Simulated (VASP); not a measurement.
# CuSi16 (a cell with a defect) in VASP: a series of runs

Runs on CuSi16 (a cell with a defect). Level: PBE. Tasks: single point.

Program: VASP 6.6.1. These are calculated values, not measurements. Logs are shortened: lines on timing, memory, paths and dates and some standing lists are left out, and cuts for length are marked.

## 1. The cell of the first run

The cell holds a defect, 17 atoms: a = 7.679 Å, b = 7.679 Å, c = 7.679 Å, α = 60.00°, β = 60.00°, γ = 60.00°.

## 2. Single point, PBE

The input, INCAR:

```
SYSTEM = CuSi16
PREC = Accurate
ENCUT = 520
EDIFF = 1E-7
ISMEAR = 0
SIGMA = 0.05
LREAL = Auto
LASPH = .TRUE.
NELM = 100
ALGO = Normal
ISIF = 2
LWAVE = .FALSE.
LCHARG = .FALSE.
GGA = PE
NELECT = 74.0
NBANDS = 52
```

The input, KPOINTS:

```
Automatic mesh
0
G
  2 2 2
  0 0 0
```

The input, POSCAR:

```
CuSi16
1.0
    0.0000000000      5.4300000000      5.4300000000
    5.4300000000      0.0000000000      5.4300000000
    5.4300000000      5.4300000000      0.0000000000
Si Cu
16 1
Direct
   -0.0027834802     -0.0083891362     -0.0027963687
    0.1191230629      0.1223389735      0.1190219817
    0.0048006536     -0.0055145911      0.4947976037
    0.1330499495      0.1244181537      0.6248799953
   -0.0041965910      0.4952462460     -0.0043009917
    0.1201956552      0.6197003577      0.1202483920
   -0.0030203755      0.4966611209      0.4921594542
    0.1187278561      0.6188171251      0.6227323086
    0.4949585483     -0.0054811442      0.0047566747
    0.6248409795      0.1244290207      0.1330648339
    0.5128531690      0.0124947569      0.5129060879
    0.6364570771      0.1368229386      0.6363902758
    0.4921236284      0.4966835455     -0.0030238637
    0.6228352020      0.6188458622      0.1186498142
    0.4944929440      0.5051428712      0.4943741174
    0.6246189461      0.6327759260      0.6246681797
    0.3888119751      0.8894630736      0.3888113049
```

Potentials or basis: VASP PAW PBE potentials, release 64 (Si, Cu).

The run is started by

```bash
$ cat potpaw_PBE.64/Si/POTCAR potpaw_PBE.64/Cu/POTCAR > POTCAR
$ mpirun -np 1 vasp_std > vasp.out
```

OUTCAR:

```text
SYSTEM = CuSi16
   PREC = Accurate
   ENCUT = 520
   EDIFF = 1E-7
   ISMEAR = 0
   LREAL = Auto
   LASPH = .TRUE.
   NELM = 100
   ISIF = 2
   GGA = PE
   NELECT = 74.0

 ion  position               nearest neighbor table
   1  0.997  0.992  0.997-   6 2.33   4 2.34  10 2.34   2 2.35
   2  0.119  0.122  0.119-   5 2.34   1 2.35   3 2.36   9 2.36  17 2.94
   3  0.005  0.994  0.495-  12 2.32   8 2.36   2 2.36  17 2.43   4 2.43
   4  0.133  0.124  0.625-   7 2.34   1 2.34  11 2.39   3 2.43  17 2.56
   5  0.996  0.495  0.996-   2 2.34   8 2.34  14 2.34   6 2.34
   6  0.120  0.620  0.120-   7 2.33   1 2.33  13 2.33   5 2.34
   7  0.997  0.497  0.492-   6 2.33   4 2.34  16 2.34   8 2.35
   8  0.119  0.619  0.623-   5 2.34   7 2.35   3 2.36  15 2.36  17 2.95
   9  0.495  0.995  0.005-  12 2.32  14 2.36   2 2.36  17 2.43  10 2.43
  10  0.625  0.124  0.133-  13 2.34   1 2.34  11 2.39   9 2.43  17 2.56
  11  0.513  0.012  0.513-  17 2.33  12 2.33  16 2.39   4 2.39  10 2.39
  12  0.636  0.137  0.636-  15 2.32   3 2.32   9 2.32  11 2.33
  13  0.492  0.497  0.997-   6 2.33  10 2.34  16 2.34  14 2.35
  14  0.623  0.619  0.119-   5 2.34  13 2.35   9 2.36  15 2.36  17 2.95
  15  0.494  0.505  0.494-  12 2.32  14 2.36   8 2.36  17 2.43  16 2.43
  16  0.625  0.633  0.625-  13 2.34   7 2.34  11 2.39  15 2.43  17 2.57
  17  0.389  0.889  0.389-  11 2.33   3 2.43   9 2.43  15 2.43  10 2.56   4 2.56  16 2.57   2 2.94
                             8 2.95  14 2.95

  LATTYP: Found a face centered cubic cell.
 ALAT       =    10.8600000000

  Lattice vectors:

 A1 = (   0.0000000000,   5.4300000000,   5.4300000000)
 A2 = (   5.4300000000,   0.0000000000,   5.4300000000)
 A3 = (   5.4300000000,   5.4300000000,   0.0000000000)

Analysis of symmetry for initial positions (statically):
=====================================================================
 Subroutine PRICEL returns:
 Original cell was already a primitive cell.

 Routine SETGRP: Setting up the symmetry group for a
 face centered cubic supercell.

 Subroutine GETGRP returns: Found  1 space group operations
 (whereof  1 operations were pure point group operations)
 out of a pool of 48 trial point group operations.

The static configuration has the point symmetry C_1 .

Analysis of symmetry for dynamics (positions and initial velocities):
=====================================================================
 Subroutine PRICEL returns:
 Original cell was already a primitive cell.

 Routine SETGRP: Setting up the symmetry group for a
 face centered cubic supercell.

 Subroutine GETGRP returns: Found  1 space group operations
 (whereof  1 operations were pure point group operations)
 out of a pool of 48 trial point group operations.

The dynamic configuration has the point symmetry C_1 .

 Subroutine INISYM returns: Found  1 space group operations
 (whereof  1 operations are pure point group operations),
 and found     1 'primitive' translations

----------------------------------------------------------------------------------------

                                     Primitive cell

  volume of cell :     320.2060

  direct lattice vectors                    reciprocal lattice vectors
     0.000000000  5.430000000  5.430000000    -0.092081031  0.092081031  0.092081031
     5.430000000  0.000000000  5.430000000     0.092081031 -0.092081031  0.092081031
     5.430000000  5.430000000  0.000000000     0.092081031  0.092081031 -0.092081031

  length of vectors
     7.679179644  7.679179644  7.679179644     0.159489025  0.159489025  0.159489025

  position of ions in fractional coordinates (direct lattice)
     0.997216520  0.991610864  0.997203631
     0.119123063  0.122338973  0.119021982
     0.004800654  0.994485409  0.494797604
     0.133049949  0.124418154  0.624879995
     0.995803409  0.495246246  0.995699008
     0.120195655  0.619700358  0.120248392
[... 9 lines left out ...]
     0.624618946  0.632775926  0.624668180
     0.388811975  0.889463074  0.388811305

  ion indices of the primitive-cell ions
   primitive index   ion index
[... 58 lines left out ...]
[... 41 lines left out ...]
     48       9.7967      0.00000
     49       9.9306      0.00000

 k-point     3 :       0.0000    0.5000    0.0000
  band No.  band energies     occupation
      1      -5.2262      2.00000
      2      -4.9326      2.00000
      3      -3.2964      2.00000
      4      -3.2635      2.00000
      5      -3.1647      2.00000
      6      -3.0396      2.00000
[... 41 lines left out ...]
     48       9.7985      0.00000
     49       9.9304      0.00000

 k-point     4 :       0.0000    0.0000    0.5000
  band No.  band energies     occupation
      1      -5.2259      2.00000
      2      -4.9331      2.00000
      3      -3.2969      2.00000
      4      -3.2631      2.00000
      5      -3.1640      2.00000
      6      -3.0400      2.00000
[... 41 lines left out ...]
     48       9.7973      0.00000
     49       9.9300      0.00000

 k-point     5 :       0.5000    0.5000    0.5000
  band No.  band energies     occupation
      1      -5.1858      2.00000
      2      -4.9858      2.00000
      3      -3.3330      2.00000
      4      -3.1797      2.00000
      5      -3.1785      2.00000
      6      -3.0381      2.00000
[... 41 lines left out ...]
     48       9.7771      0.00000
     49       9.7811      0.00000

 k-point     6 :       0.5000    0.5000    0.0000
  band No.  band energies     occupation
      1      -4.9309      2.00000
      2      -4.7232      2.00000
      3      -3.8692      2.00000
      4      -3.7771      2.00000
      5      -3.7470      2.00000
      6      -3.7372      2.00000
[... 41 lines left out ...]
     48      10.5030      0.00000
     49      10.5071      0.00000

 k-point     7 :       0.0000    0.5000    0.5000
  band No.  band energies     occupation
      1      -4.9309      2.00000
      2      -4.7231      2.00000
      3      -3.8693      2.00000
      4      -3.7767      2.00000
      5      -3.7472      2.00000
      6      -3.7374      2.00000
[... 41 lines left out ...]
     48      10.5023      0.00000
     49      10.5071      0.00000

 k-point     8 :       0.5000    0.0000    0.5000
  band No.  band energies     occupation
      1      -4.9305      2.00000
      2      -4.7236      2.00000
      3      -3.8694      2.00000
      4      -3.7766      2.00000
      5      -3.7474      2.00000
      6      -3.7369      2.00000
[... 41 lines left out ...]
     48      10.5027      0.00000
     49      10.5077      0.00000
 [bands above 49 left out]

------------------------ aborting loop because EDIFF is reached ----------------------------------------

  FORCE on cell =-STRESS in cart. coord.  units (eV):
  Direction    XX          YY          ZZ          XY          YZ          ZX
  --------------------------------------------------------------------------------------
  -------------------------------------------------------------------------------------
  Total       -1.8291291     -1.8451843     -1.8311826      0.2177843      0.2046676      0.2118938
  in kB       -9.1521989     -9.2325325     -9.1624741      1.0897017      1.0240712      1.0602281
  external PRESSURE =      -9.1824018 kB  Pullay stress =       0.0000000 kB

 VOLUME and BASIS-vectors are now :
 -----------------------------------------------------------------------------
  energy-cutoff  :      520.00
  volume of cell :      320.21
      direct lattice vectors                 reciprocal lattice vectors
     0.000000000  5.430000000  5.430000000    -0.092081031  0.092081031  0.092081031
     5.430000000  0.000000000  5.430000000     0.092081031 -0.092081031  0.092081031
     5.430000000  5.430000000  0.000000000     0.092081031  0.092081031 -0.092081031

 POSITION                                       TOTAL-FORCE (eV/Angst)
 -----------------------------------------------------------------------------------
     10.79926     10.82970     10.79933         0.004195     -0.005947      0.001229
      1.31059      1.29313      1.31114        -0.002640      0.001875     -0.000017
      8.08681      2.71282      5.42612         0.013515     -0.001325     -0.000003
      4.06869      4.11556      1.39805        -0.002280     -0.002098     -0.007360
      8.09583     10.81386      8.09640         0.000245     -0.005341     -0.000557
      4.01792      1.30561      4.01764         0.000414      0.003121      0.002876
[... 9 lines left out ...]
      6.82792      6.78363      6.82765        -0.002705      0.000568      0.000581
      6.94103      4.22249      6.94103        -0.007855     -0.007712     -0.008933
 -----------------------------------------------------------------------------------
    total drift:                                0.003192      0.007924      0.002911

  FREE ENERGIE OF THE ION-ELECTRON SYSTEM (eV)
  ---------------------------------------------------
  free  energy   TOTEN  =       -94.2209432623 eV

  energy  without entropy=      -94.2209432470  energy(sigma->0) =      -94.22094325
```

Run time: 6.2 min. Hardware: 1 thread of Intel Xeon Platinum 8488C (Sapphire Rapids), shared host; peak memory 0.5 GiB.

What came out:

| Quantity | Value |
| --- | --- |
| Free energy | -94.2209 eV |
| Largest force | 0.014 eV/Å |

Forces on the atoms (eV/Å):
```
Si   0.004 -0.006  0.001
Si  -0.003  0.002  0.000
Si   0.014 -0.001  0.000
Si  -0.002 -0.002 -0.007
Si   0.000 -0.005 -0.001
Si   0.000  0.003  0.003
Si   0.006  0.000 -0.001
Si  -0.002  0.005  0.000
Si  -0.002 -0.007  0.008
Si  -0.005  0.003  0.003
Si   0.004  0.004  0.005
Si  -0.004 -0.002 -0.003
Si   0.003  0.004  0.006
Si  -0.003  0.001 -0.004
Si   0.000  0.009 -0.003
Si  -0.003  0.001  0.001
Cu  -0.008 -0.008 -0.009
```

Levels at points of the mesh, in eV from the Fermi level:
| k point | band 33 | band 34 | band 35 | band 36 | band 37 | band 38 | band 39 | band 40 | band 41 | band 42 |
| --- | --- | --- | --- | --- | --- | --- | --- | --- | --- | --- |
| (0.00, 0.00, 0.00) | -0.89 | -0.88 | -0.64 | -0.19 | -0.18 | 0.18 | 0.61 | 0.61 | 0.64 | 0.66 |
| (0.50, 0.00, 0.00) | -2.00 | -0.89 | -0.84 | -0.76 | -0.67 | 0.59 | 1.09 | 1.29 | 1.33 | 1.50 |
| (0.00, 0.50, 0.00) | -2.00 | -0.89 | -0.84 | -0.76 | -0.67 | 0.59 | 1.09 | 1.29 | 1.33 | 1.50 |
| (0.00, 0.00, 0.50) | -2.00 | -0.89 | -0.84 | -0.76 | -0.67 | 0.59 | 1.09 | 1.29 | 1.33 | 1.50 |
| (0.50, 0.50, 0.50) | -2.00 | -0.91 | -0.91 | -0.72 | -0.72 | 0.42 | 1.26 | 1.34 | 1.34 | 1.44 |
| (0.50, 0.50, 0.00) | -1.82 | -1.52 | -1.43 | -1.40 | -0.95 | 0.67 | 1.06 | 2.03 | 2.07 | 2.14 |
| (0.00, 0.50, 0.50) | -1.82 | -1.52 | -1.43 | -1.41 | -0.95 | 0.67 | 1.06 | 2.03 | 2.07 | 2.14 |
| (0.50, 0.00, 0.50) | -1.82 | -1.52 | -1.43 | -1.40 | -0.95 | 0.67 | 1.06 | 2.03 | 2.07 | 2.14 |

Caveat: the k points lie up to 0.50 Å⁻¹ apart; the cell carries a net charge on a neutralising background, which shifts energy and pressure; the cell is charged against a uniform background, so pressure and absolute levels hang on convention.

## 3. Single point, PBE

The input, INCAR:

```
PREC     = Accurate       # precision mode
ENCUT    = 520            # plane-wave cutoff, eV
EDIFF    = 1E-7           # SCF threshold, eV
ISMEAR   = 0              # smearing method
SIGMA    = 0.05           # smearing width, eV
LREAL    = Auto         
LASPH    = T              # aspherical terms in the spheres
NELM     = 100            # most SCF steps
ALGO     = Normal         # electronic algorithm
ISIF     = 2              # what is computed and relaxed
LWAVE    = F              # write WAVECAR
LCHARG   = T              # write CHGCAR
GGA      = PE             # functional
LELF     = T              # ELF
LVHAR    = T            
NELECT   = 74.0         
NBANDS   = 52             # bands
```

The input, KPOINTS:

```
Automatic mesh
0
Gamma
  2 2 2
```

The input, POSCAR:

```
CuSi16
1.0
    0.0000000000      5.4300000000      5.4300000000
    5.4300000000      0.0000000000      5.4300000000
    5.4300000000      5.4300000000      0.0000000000
Si Cu
16 1
Direct
   -0.0325495683      0.0064501732      0.0199223703
    0.1279227121      0.1191459459      0.1147054558
    0.0089537984     -0.0110138564      0.5041728849
    0.1228581077      0.1144601506      0.6486735896
    0.0111671449      0.5018657469     -0.0145379512
    0.1279810059      0.6385299066      0.1147608281
    0.0089845658      0.4982662833      0.5042427231
    0.1536023090      0.6177184987      0.6114668077
    0.5018826650     -0.0048323839     -0.0066490741
    0.5957594993      0.1361310148      0.1324061434
    0.4972157902     -0.0031709418      0.5095505583
    0.6369073469      0.1200453095      0.6191297843
    0.5019276166      0.5099964522     -0.0066773722
    0.6386721301      0.6225752187      0.1166141666
    0.5246751394      0.4925689947      0.4905779904
    0.6369252751      0.6243523552      0.6190912644
    0.1714031323      1.2733852618      0.2821689205
```

Potentials or basis: VASP PAW PBE potentials, release 64 (Si, Cu).

The run is started by

```bash
$ cat potpaw_PBE.64/Si/POTCAR potpaw_PBE.64/Cu/POTCAR > POTCAR
$ mpirun -np 1 vasp_std > vasp.out
```

Wall time 5.5 min (1 thread of Intel Xeon Platinum 8488C (Sapphire Rapids), shared host); peak memory 0.49 GiB.

It converged, with:

* Free energy: -94.2230 eV
* Largest force: 0.017 eV/Å

Forces on the atoms (eV/Å):
```
Si  -0.004  0.000  0.005
Si  -0.010 -0.010 -0.008
Si   0.004  0.002 -0.002
Si   0.007  0.004 -0.008
Si   0.001  0.000  0.000
Si   0.008 -0.011  0.009
Si   0.002  0.001 -0.003
Si   0.001 -0.004 -0.003
Si   0.003  0.001  0.004
Si  -0.001  0.004  0.001
Si  -0.002 -0.002  0.003
Si   0.001  0.002 -0.002
Si  -0.003  0.001 -0.002
Si   0.001 -0.005 -0.004
Si  -0.001  0.006  0.002
Si   0.002  0.004 -0.001
Cu  -0.008  0.008  0.008
```

Levels at points of the mesh, in eV from the Fermi level:
| k point | band 33 | band 34 | band 35 | band 36 | band 37 | band 38 | band 39 | band 40 | band 41 | band 42 |
| --- | --- | --- | --- | --- | --- | --- | --- | --- | --- | --- |
| (0.00, 0.00, 0.00) | -1.06 | -1.01 | -0.63 | -0.19 | -0.07 | 0.07 | 0.40 | 0.59 | 0.61 | 0.68 |
| (0.50, 0.00, 0.00) | -2.15 | -0.91 | -0.89 | -0.65 | -0.52 | 0.52 | 1.01 | 1.34 | 1.37 | 1.57 |
| (0.00, 0.50, 0.00) | -2.01 | -0.94 | -0.90 | -0.85 | -0.74 | 0.55 | 1.12 | 1.25 | 1.31 | 1.44 |
| (0.00, 0.00, 0.50) | -2.04 | -0.94 | -0.88 | -0.88 | -0.80 | 0.50 | 1.15 | 1.24 | 1.32 | 1.42 |
| (0.50, 0.50, 0.50) | -2.01 | -0.94 | -0.90 | -0.85 | -0.74 | 0.55 | 1.12 | 1.25 | 1.31 | 1.44 |
| (0.50, 0.50, 0.00) | -1.83 | -1.54 | -1.46 | -1.43 | -1.08 | 0.66 | 0.99 | 1.94 | 2.06 | 2.17 |
| (0.00, 0.50, 0.50) | -1.83 | -1.54 | -1.46 | -1.43 | -1.08 | 0.66 | 0.99 | 1.94 | 2.06 | 2.17 |
| (0.50, 0.00, 0.50) | -1.86 | -1.51 | -1.50 | -1.42 | -1.11 | 0.67 | 0.99 | 1.95 | 2.05 | 2.17 |

Caveat: the k points lie up to 0.50 Å⁻¹ apart; the cell carries a net charge on a neutralising background, which shifts energy and pressure; the cell is charged against a uniform background, so pressure and absolute levels hang on convention.

## 4. Single point, PBE

The input, INCAR:

```
SYSTEM = CuSi16
ALGO = Normal
EDIFF = 1E-6
ENCUT = 520
GGA = PE
ISIF = 2
ISMEAR = 0
LASPH = .True.
LCHARG = .True.
LELF = .True.
LREAL = Auto
LVHAR = .True.
LWAVE = .False.
NBANDS = 52
NELECT = 74.0
NELM = 100
PREC = Accurate
SIGMA = 0.05
```

The input, KPOINTS:

```
k-points
0
Gamma
  2 2 2
  0 0 0
```

The input, POSCAR:

```
CuSi16
1.0
    0.0000000000      5.4300000000      5.4300000000
    5.4300000000      0.0000000000      5.4300000000
    5.4300000000      5.4300000000      0.0000000000
Si Cu
16 1
Direct
   -0.0027835175     -0.0083890424     -0.0027964088
    0.1191231123      0.1223389503      0.1190220074
    0.0048005525     -0.0055145488      0.4947976059
    0.1330500000      0.1244181400      0.6248800184
   -0.0041965930      0.4952463168     -0.0043010129
    0.1201955801      0.6197003683      0.1202484346
   -0.0030204420      0.4966611418      0.4921594843
    0.1187279006      0.6188170350      0.6227323204
    0.4949585635     -0.0054812155      0.0047567219
    0.6248409761      0.1244290055      0.1330649171
    0.5128531308      0.0124947514      0.5129061694
    0.6364570902      0.1368230203      0.6363902394
    0.4921236648      0.4966835175     -0.0030238490
    0.6228352670      0.6188457643      0.1186498158
    0.4944929098      0.5051428177      0.4943741252
    0.6246188766      0.6327759669      0.6246682320
    0.3888119705      0.8894631676      0.3888112339
```

The run is started by

```bash
$ cat potpaw_PBE.64/Si/POTCAR potpaw_PBE.64/Cu/POTCAR > POTCAR
$ mpirun -np 1 vasp_std > vasp.out
```

Wall time 4.3 min (1 thread of Intel Xeon Platinum 8488C (Sapphire Rapids), shared host); peak memory 0.49 GiB.

The run converged. Its results:

- Free energy: -94.2209 eV
- Largest force: 0.014 eV/Å

Forces in eV/Å, atoms in the order of the input:
```
Si   0.004 -0.006  0.001
Si  -0.003  0.002  0.000
Si   0.013 -0.001  0.000
Si  -0.002 -0.002 -0.007
Si   0.000 -0.005  0.000
Si   0.000  0.003  0.003
Si   0.006  0.000 -0.001
Si  -0.002  0.005  0.000
Si  -0.002 -0.007  0.008
Si  -0.005  0.002  0.003
Si   0.004  0.004  0.005
Si  -0.004 -0.002 -0.003
Si   0.004  0.004  0.006
Si  -0.002  0.001 -0.004
Si   0.000  0.009 -0.003
Si  -0.003  0.001  0.001
Cu  -0.008 -0.008 -0.009
```

Levels at points of the mesh, in eV from the Fermi level:
| k point | band 35 | band 36 | band 37 | band 38 | band 39 | band 40 |
| --- | --- | --- | --- | --- | --- | --- |
| (0.00, 0.00, 0.00) | -0.64 | -0.19 | -0.18 | 0.18 | 0.61 | 0.61 |
| (0.50, 0.00, 0.00) | -0.84 | -0.76 | -0.67 | 0.59 | 1.09 | 1.29 |
| (0.00, 0.50, 0.00) | -0.84 | -0.76 | -0.67 | 0.59 | 1.09 | 1.29 |
| (0.00, 0.00, 0.50) | -0.84 | -0.76 | -0.67 | 0.59 | 1.09 | 1.29 |
| (0.50, 0.50, 0.50) | -0.91 | -0.72 | -0.72 | 0.42 | 1.26 | 1.34 |
| (0.50, 0.50, 0.00) | -1.43 | -1.40 | -0.95 | 0.67 | 1.06 | 2.03 |
| (0.00, 0.50, 0.50) | -1.43 | -1.41 | -0.95 | 0.67 | 1.06 | 2.03 |
| (0.50, 0.00, 0.50) | -1.43 | -1.40 | -0.95 | 0.67 | 1.06 | 2.03 |

Caveat: the k points lie up to 0.50 Å⁻¹ apart; the cell carries a net charge on a neutralising background, which shifts energy and pressure; the cell is charged against a uniform background, so pressure and absolute levels hang on convention.
